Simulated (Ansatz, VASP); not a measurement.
One calculation of Rh, two programs

```xyz
1
Lattice="0.0000 1.8864 1.8864 1.8864 0.0000 1.8864 1.8864 1.8864 0.0000" Properties=species:S:1:pos:R:3 pbc="T T T"
Rh    0.0000    0.0000    0.0000
```

Alike in both runs: task single point; functional r2SCAN; k mesh 18 × 18 × 18; occupations gaussian, width 0.05 eV; no spin polarisation.

```csv
,VASP,Ansatz
version,VASP 6.6.1,Ansatz 0.2.0
potentials or method,"VASP PAW PBE potentials, release 64 (Rh_sv_GW), cutoff 580 eV","scalar-relativistic, plane waves, PAW"
valence electrons in the cell,17,17
```

```csv
,VASP,Ansatz,Ansatz less VASP
gap on the k mesh at the Fermi level (eV),none,none,-
pressure (GPa),4.7,6.4,+1.67
```

VASP's potentials were made for PBE, not for r2SCAN. A gap of «none» marks a metal or a gap that the smearing closes. The functional is the same, so the differences come from potentials, cutoffs and numerics.
